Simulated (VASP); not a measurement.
Write the native input for VASP 6.6.1 that does the following.

* Task: single point
* Functional: LDA
* Potentials or basis: VASP PAW LDA potentials, release 64 (Mg_sv, O)
* Cutoff: 750 eV
* k mesh: 12 × 12 × 6
* Occupations: gaussian, width 0.05 eV
* Spin: no spin polarisation
* Dipole correction: no
* Mended: yes
* Further INCAR settings: ALGO = Normal; EDIFF = 1e-06; NBANDS = 24

The structure of MgO lies in POSCAR:

```
MgO
1.0
    3.4301361268      0.0000000000      0.0000000000
   -1.7150680634      2.9705850243      0.0000000000
    0.0000000000      0.0000000000      4.3161737560
Mg O
2 2
Direct
    0.6666666667      0.3333333333      0.7500000000
    0.3333333333      0.6666666667      0.2500000000
    0.6666666667      0.3333333333      0.2500000000
    0.3333333333      0.6666666667      0.7500000000
```

This cell differs from its parent crystal: ratio of the length along z to the lengths across it x 1.05, volume and fractional coordinates fixed.

The input as run:

INCAR

```
  PREC = Accurate
  ENCUT = 750
  EDIFF = 1E-6
  ISMEAR = 0
  SIGMA = 0.05
  LREAL = False
  LASPH = True
  NELM = 120
  ALGO = Normal
  ISIF = 2
  LWAVE = False
  LCHARG = False
  NBANDS = 24
  GGA_COMPAT = False
```

KPOINTS

```
regular mesh
0
Gamma
  12 12 6
```

Potentials or basis: VASP PAW LDA potentials, release 64 (Mg_sv, O).

Run with:

```console
$ cat potpaw_LDA.64/Mg_sv/POTCAR potpaw_LDA.64/O/POTCAR > POTCAR
$ mpirun -np 1 vasp_std > vasp.out
```

Results of the run:

- Pressure: -3.7 GPa
- Band gap on the k mesh: 3.29 eV

Caveat: the cell stands under tension.

It took 94 s on 1 thread of AMD EPYC 7R43 64-Core Processor (Zen 3), on a shared host, peak memory 0.2 GiB.
